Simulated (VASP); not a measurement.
# BaS in VASP: further runs, part 2 of 2

VASP 6.6.1. The steps go on from the part before.

## 4. Single point, r2SCAN (biaxial xy strain -2.3%)

POSCAR reads:

```
BaS
1.0
    0.0000000000      3.1385669280      3.2117958739
    3.1385669280      0.0000000000      3.2117958739
    3.1385669280      3.1385669280      0.0000000000
Ba S
1 1
Direct
    0.0000000000      0.0000000000      0.0000000000
    0.5000000000      0.5000000000      0.5000000000
```

INCAR.step1 reads:

```
ALGO     = Normal         # electronic algorithm
EDIFF    = 1E-4           # SCF threshold, eV
ENCUT    = 520            # plane-wave cutoff, eV
GGA      = PE             # functional
ISMEAR   = 0              # smearing method
LASPH    = T              # aspherical terms in the spheres
LCHARG   = F              # write CHGCAR
LREAL    = F              # projectors in reciprocal space
LWAVE    = T              # write WAVECAR
NBANDS   = 15             # bands
NELM     = 60             # most SCF steps
PREC     = Accurate       # precision mode
SIGMA    = 0.01           # smearing width, eV
```

INCAR.step2 reads:

```
ALGO     = Normal         # electronic algorithm
EDIFF    = 1E-7           # SCF threshold, eV
ENCUT    = 520            # plane-wave cutoff, eV
ISIF     = 2              # what is computed and relaxed
ISMEAR   = 0              # smearing method
ISTART   = 1            
LASPH    = T              # aspherical terms in the spheres
LCHARG   = F              # write CHGCAR
LMIXTAU  = T            
LREAL    = F              # projectors in reciprocal space
LWAVE    = F              # write WAVECAR
METAGGA  = R2SCAN         # meta-GGA
NBANDS   = 15             # bands
NELM     = 60             # most SCF steps
PREC     = Accurate       # precision mode
SIGMA    = 0.01           # smearing width, eV
```

KPOINTS reads:

```
k-points
0
Gamma
  8 8 8
```

Potentials or basis: VASP PAW PBE potentials, release 64 (Ba_sv, S).

Launch:

```sh
cat potpaw_PBE.64/Ba_sv/POTCAR potpaw_PBE.64/S/POTCAR > POTCAR
cp INCAR.step1 INCAR
mpirun -np 1 vasp_std > vasp.out
cp INCAR.step2 INCAR
mpirun -np 1 vasp_std > vasp.out
```

OUTCAR:

```text
EDIFF = 1E-7
   ENCUT = 520
   ISIF = 2
   ISMEAR = 0
   ISTART = 1
   LASPH = T
   LREAL = F
   METAGGA = R2SCAN
   NELM = 60
   PREC = Accurate

 ion  position               nearest neighbor table
   1  0.000  0.000  0.000-   2 3.14   2 3.14   2 3.14   2 3.14   2 3.21   2 3.21
   2  0.500  0.500  0.500-   1 3.14   1 3.14   1 3.14   1 3.14   1 3.21   1 3.21

  LATTYP: Found a body centered tetragonal cell.
 ALAT       =     4.4386039160
 C/A-ratio  =     1.4472099492

  Lattice vectors:

 A1 = (  -3.1385669280,   0.0000000000,   3.2117958739)
 A2 = (   3.1385669280,   0.0000000000,   3.2117958739)
 A3 = (   0.0000000000,   3.1385669280,  -3.2117958739)

Analysis of symmetry for initial positions (statically):
=====================================================================
 Subroutine PRICEL returns:
 Original cell was already a primitive cell.

 Routine SETGRP: Setting up the symmetry group for a
 body centered tetragonal supercell.

 Subroutine GETGRP returns: Found 16 space group operations
 (whereof 16 operations were pure point group operations)
 out of a pool of 16 trial point group operations.

The static configuration has the point symmetry D_4h.

Analysis of symmetry for dynamics (positions and initial velocities):
=====================================================================
 Subroutine PRICEL returns:
 Original cell was already a primitive cell.

 Routine SETGRP: Setting up the symmetry group for a
 body centered tetragonal supercell.

 Subroutine GETGRP returns: Found 16 space group operations
 (whereof 16 operations were pure point group operations)
 out of a pool of 16 trial point group operations.

The dynamic configuration has the point symmetry D_4h.

 Subroutine INISYM returns: Found 16 space group operations
 (whereof 16 operations are pure point group operations),
 and found     1 'primitive' translations

----------------------------------------------------------------------------------------

                                     Primitive cell

  volume of cell :      63.2762

  direct lattice vectors                    reciprocal lattice vectors
     0.000000000  3.138566928  3.211795874    -0.159308376  0.159308376  0.155676145
     3.138566928  0.000000000  3.211795874     0.159308376 -0.159308376  0.155676145
     3.138566928  3.138566928  0.000000000     0.159308376  0.159308376 -0.155676145

  length of vectors
     4.490683144  4.490683144  4.438603916     0.273849191  0.273849191  0.273849191

  position of ions in fractional coordinates (direct lattice)
     0.000000000  0.000000000  0.000000000
     0.500000000  0.500000000  0.500000000

  ion indices of the primitive-cell ions
   primitive index   ion index
                 1           1
                 2           2

----------------------------------------------------------------------------------------

 KPOINTS: k-points

Automatic generation of k-mesh.
 Grid dimensions read from file:
 generate k-points for:    8    8    8

 Generating k-lattice:

  Cartesian coordinates                     Fractional coordinates (reciprocal lattice)
    -0.019913547  0.019913547  0.019459518     0.125000000 -0.000000000  0.000000000
     0.019913547 -0.019913547  0.019459518    -0.000000000  0.125000000  0.000000000
     0.019913547  0.019913547 -0.019459518     0.000000000  0.000000000  0.125000000

  Length of vectors
     0.034231149  0.034231149  0.034231149

  Shift w.r.t. Gamma in fractional coordinates (k-lattice)
     0.000000000  0.000000000  0.000000000

 Subroutine IBZKPT returns following result:
 ===========================================

 Found     59 irreducible k-points:

 Following reciprocal coordinates:
            Coordinates               Weight
  0.000000  0.000000  0.000000      1.000000
  0.125000  0.000000  0.000000      8.000000
  0.250000  0.000000  0.000000      8.000000
  0.375000  0.000000  0.000000      8.000000
  0.500000  0.000000  0.000000      4.000000
  0.125000  0.125000  0.000000      2.000000
[... 16 lines left out ...]
  0.250000  0.000000  0.125000     16.000000
  0.375000 -0.000000  0.125000     16.000000
 [... further k-points ...]
   k-points           NKPTS =     59   k-points in BZ     NKDIM =     59   number of bands    NBANDS=     15
   number of dos      NEDOS =    301   number of ions     NIONS =      2
   total plane-waves  NPLWV =  46656
   dimension x,y,z NGX =    36 NGY =   36 NGZ =   36
   dimension x,y,z NGXF=    72 NGYF=   72 NGZF=   72
   ions per type =               1   1
   NGX,Y,Z   is equivalent  to a cutoff of  13.33, 13.33, 13.48 a.u.
   NGXF,Y,Z  is equivalent  to a cutoff of  26.65, 26.65, 26.97 a.u.
 SYSTEM =  unknown system
   PREC   = accura    normal or accurate (medium, high low for compatibility)
   ISTART =      1    job   : 0-new  1-cont  2-samecut
   ICHARG =      0    charge: 1-file 2-atom 10-const
   ISPIN  =      1    spin polarized calculation?
   LNONCOLLINEAR =      F non collinear calculations
   LSORBIT =      F    spin-orbit coupling
   LASPH  =      T    aspherical Exc in radial PAW
   ENCUT  =  520.0 eV  38.22 Ry    6.18 a.u.   8.35  8.35  8.25*2*pi/ulx,y,z
   NELM   =     60;   NELMIN=  2; NELMDL=  0     # of ELM steps
   EDIFF  = 0.1E-06   stopping-criterion for ELM
   LREAL  =      F    real-space projection
   EDIFFG = 0.1E-05   stopping-criterion for IOM
   NSW    =      0    number of steps for IOM
   IBRION =     -1    ionic relax: 0-MD 1-quasi-New 2-CG
   NFREE  =      0    steps in history (QN), initial steepest desc. (CG)
   ISIF   =      2    stress and relaxation
   ISYM   =      2    0-nonsym 1-usesym 2-fastsym
   POTIM  = 0.5000    time-step for ionic-motion
   TEBEG  =    0.0;   TEEND  =   0.0 temperature during run
   PSTRESS=    0.0 pullay stress
   NELECT =      16.0000    total number of electrons
   NUPDOWN=      -1.0000    fix difference up-down
   EMIN   =  10.00;   EMAX   =-10.00  energy-range for DOS
   EFERMI =   0.00;   METHOD = LEGACY
   ISMEAR =     0;   SIGMA  =   0.01  broadening in eV -4-tet -1-fermi 0-gaus
   EFERMI_NEDOS =   21; number of points for ismear=-14 and -15
   IALGO  =     38    algorithm
   IMIX   =      4    mixing-type and parameters
     AMIX     =   0.40;   BMIX     =  1.00
     AMIX_MAG =   1.60;   BMIX_MAG =  1.00
  volume/ion in A,a.u.               =      31.64       213.50
  Fermi-wavevector in a.u.,A,eV,Ry     =   1.035225  1.956291 14.581227  1.071690
  Thomas-Fermi vector in A             =   2.169558
   LORBIT       =      0    0 simple, 1 ext, 2 COOP (PROOUT), +10 PAW based schemes
   METAGGA = R2SCAN    functional components
   LHFCALC =     F    Hartree Fock is set to
   AEXX    =    0.0000 exact exchange contribution
   IVDW    =     0    specifies the selected vdW correction
   LEPSILON=     F    determine dielectric tensor
   LRPA    =     F    only Hartree local field effects (RPA)
 non-spin polarized calculation
 Gauss-broadening in eV      SIGMA  =   0.01
  energy-cutoff  :      520.00
  volume of cell :       63.28
 maximum number of plane-waves:      1727
 NGX is ok and might be reduce to    36
   NGX = 17   NGY = 17   NGZ = 17

 number of electron      15.9999999 magnetization

 Free energy of the ion-electron system (eV)
  ---------------------------------------------------
  ext. energy  EPLUGINS =         0.00000000
  ---------------------------------------------------
  free energy    TOTEN  =       -39.16519148 eV

  energy without entropy =      -39.16519148  energy(sigma->0) =      -39.16519148

 E-fermi :   1.4845     XC(G=0):  -9.2091

 val. band max:        1.4050009958   @ k =   0.0000   0.0000   0.0000
 cond. band min:       3.7804271720   @ k =   0.5000   0.0000   0.5000
 fundamental gap:      2.3754261762
 Fermi energy:         1.4845491888

 k-point     1 :       0.0000    0.0000    0.0000
  band No.  band energies     occupation
      1     -25.3419      2.00000
      2      -9.9724      2.00000
      3      -9.9724      2.00000
      4      -9.9717      2.00000
      5      -9.4699      2.00000
      6       1.3195      2.00000
      7       1.4050      2.00000
      8       1.4050      2.00000
      9       5.5737      0.00000
     10       5.7136      0.00000
     11       5.7410      0.00000
     12       5.7410      0.00000
     13       6.7256      0.00000
     14       6.8209      0.00000
[... 401 lines left out ...]
      2     -11.0950      2.00000
      3     -10.0515      2.00000
      4     -10.0337      2.00000
      5      -8.2945      2.00000
      6      -0.1830      2.00000
      7       0.5072      2.00000
      8       0.6640      2.00000
      9       5.6417      0.00000
     10       7.7309      0.00000
     11       7.8824      0.00000
     12       7.9814      0.00000
     13       8.7780      0.00000
     14      10.3888      0.00000
     15      12.4013      0.00000

 [... further k-points ...]
[... 5 lines left out ...]
  --------------------------------------------------------------------------------------
  -------------------------------------------------------------------------------------
  Total        1.5290066      1.5290066      0.5559240      0.0000000      0.0000000      0.0000000
  in kB       38.7149952     38.7149952     14.0761957      0.0000000      0.0000000      0.0000000
  external PRESSURE =      30.5020620 kB  Pullay stress =       0.0000000 kB

 VOLUME and BASIS-vectors are now :
 -----------------------------------------------------------------------------
  energy-cutoff  :      520.00
  volume of cell :       63.28
      direct lattice vectors                 reciprocal lattice vectors
     0.000000000  3.138566928  3.211795874    -0.159308376  0.159308376  0.155676145
     3.138566928  0.000000000  3.211795874     0.159308376 -0.159308376  0.155676145
     3.138566928  3.138566928  0.000000000     0.159308376  0.159308376 -0.155676145

 POSITION                                       TOTAL-FORCE (eV/Angst)
 -----------------------------------------------------------------------------------
      0.00000      0.00000      0.00000        -0.000000      0.000000      0.000000
      3.13857      3.13857      3.21180         0.000000     -0.000000     -0.000000
 -----------------------------------------------------------------------------------
    total drift:                                0.000000      0.000000      0.000000

  FREE ENERGIE OF THE ION-ELECTRON SYSTEM (eV)
  ---------------------------------------------------
  free  energy   TOTEN  =       -39.1651914763 eV

  energy  without entropy=      -39.1651914763  energy(sigma->0) =      -39.16519148
```

Wall time 2.2 min (1 thread of Intel Xeon Platinum 8559C (Emerald Rapids), shared host); peak memory 0.25 GiB.

What came out:

```
Free energy            : -39.1652 eV
Pressure               : 3.1 GPa
Band gap on the k mesh : 2.38 eV, indirect (least direct gap 2.49 eV)
```

Levels at points of the mesh, in eV from the valence-band top:
| k point | band 4 | band 5 | band 6 | band 7 | band 8 | band 9 | band 10 | band 11 | band 12 | band 13 |
| --- | --- | --- | --- | --- | --- | --- | --- | --- | --- | --- |
| (0.00, 0.00, 0.00) | -11.38 | -10.87 | -0.09 | 0.00 | 0.00 | 4.17 | 4.31 | 4.34 | 4.34 | 5.32 |
| (0.50, 0.00, 0.00) | -11.40 | -9.38 | -2.01 | -1.18 | -1.17 | 6.11 | 6.20 | 6.91 | 6.98 | 9.56 |
| (0.50, 0.50, 0.00) | -11.58 | -10.79 | -0.60 | -0.11 | -0.11 | 2.40 | 6.53 | 6.88 | 8.19 | 8.19 |
| (0.50, 0.00, 0.50) | -11.58 | -10.80 | -0.47 | -0.21 | -0.11 | 2.38 | 6.53 | 6.95 | 8.04 | 8.28 |

Caveat: the cell differs from its parent crystal (biaxial xy strain -2.3%); the PAW data sets were made with another functional, which shifts forces and pressure a little; spin-orbit coupling is left out, which moves the levels of the heavy elements.

## 5. Single point, r2SCAN (epitaxial 111 strain +1.2%)

POSCAR reads:

```
BaS
1.0
   -0.0479357085      3.2030440750      3.2030440750
    3.2030440750     -0.0479357085      3.2030440750
    3.2030440750      3.2030440750     -0.0479357085
Ba S
1 1
Direct
    0.0000000000      0.0000000000      0.0000000000
    0.5000000000      0.5000000000      0.5000000000
```

INCAR.step1 reads:

```
SYSTEM = BaS
PREC = Accurate
ENCUT = 520
ISMEAR = 0
SIGMA = 0.01
LREAL = .FALSE.
LASPH = .TRUE.
NELM = 60
NBANDS = 15
GGA = PE
ALGO = Normal
EDIFF = 1E-4
LWAVE = .TRUE.
LCHARG = .FALSE.
```

INCAR.step2 reads:

```
SYSTEM = BaS
PREC = Accurate
ENCUT = 520
EDIFF = 1E-7
ISMEAR = 0
SIGMA = 0.01
LREAL = .FALSE.
LASPH = .TRUE.
NELM = 60
ALGO = Normal
ISIF = 2
LWAVE = .FALSE.
LCHARG = .TRUE.
METAGGA = R2SCAN
LMIXTAU = .TRUE.
LELF = .TRUE.
LVHAR = .TRUE.
NBANDS = 15
ISTART = 1
```

KPOINTS reads:

```
Automatic mesh
0
G
  8 8 8
  0 0 0
```

Launch:

```sh
cat potpaw_PBE.64/Ba_sv/POTCAR potpaw_PBE.64/S/POTCAR > POTCAR
cp INCAR.step1 INCAR
mpirun -np 1 vasp_std > vasp.out
cp INCAR.step2 INCAR
mpirun -np 1 vasp_std > vasp.out
```

Wall time 2.1 min (1 thread of Intel Xeon Platinum 8559C (Emerald Rapids), shared host); peak memory 0.26 GiB.

The run converged. Its results:

* Free energy: -39.2044 eV
* Pressure: -0.1 GPa
* Band gap on the k mesh: 2.48 eV, indirect (least direct gap 2.64 eV)

Stress tensor (GPa, compression positive):
```
-0.06  0.28  0.28
 0.28 -0.06  0.28
 0.28  0.28 -0.06
```

Levels at points of the mesh, in eV from the valence-band top:
| k point | band 6 | band 7 | band 8 | band 9 | band 10 | band 11 |
| --- | --- | --- | --- | --- | --- | --- |
| (0.00, 0.00, 0.00) | -0.05 | -0.05 | 0.00 | 4.00 | 4.20 | 4.20 |
| (0.50, 0.00, 0.00) | -1.89 | -1.08 | -1.00 | 5.85 | 6.01 | 6.57 |
| (0.50, 0.50, 0.00) | -0.60 | -0.21 | -0.17 | 2.48 | 6.40 | 6.48 |
| (0.50, 0.50, 0.50) | -1.88 | -1.12 | -1.12 | 5.93 | 6.00 | 6.78 |

Caveat: the cell differs from its parent crystal (epitaxial 111 strain +1.2%); the PAW data sets were made with another functional, which shifts forces and pressure a little; spin-orbit coupling is left out, which moves the levels of the heavy elements.

## 6. Summary

```csv
level,cell,smearing,gap on the mesh (eV),pressure (GPa)
PBE,"a = 4.491, b = 4.491, c = 4.439 Å, angles 60.4, 60.4, 59.2°, 2 atoms",fermi-dirac 0.02 eV,2.02,3.0
PBE,"a = 4.530 Å, angles 61.0°, 2 atoms",fermi-dirac 0.02 eV,2.12,0.0
r2SCAN,"a = 4.491, b = 4.491, c = 4.439 Å, angles 60.4, 60.4, 59.2°, 2 atoms",gaussian 0.01 eV,2.38,3.1
r2SCAN,"a = 4.530 Å, angles 61.0°, 2 atoms",gaussian 0.01 eV,2.48,-0.1
```

Alike in all rows: task single point; potentials or basis VASP PAW PBE potentials, release 64 (Ba_sv, S); no spin polarisation; k mesh 8 × 8 × 8; cutoff (eV) 520.

Caveats: spin-orbit coupling is left out, which moves the levels of the heavy elements; the PAW data sets were made with another functional, which shifts forces and pressure a little (some runs).

Total energies depend on the potentials used, so only differences within one code and one set of settings carry meaning.
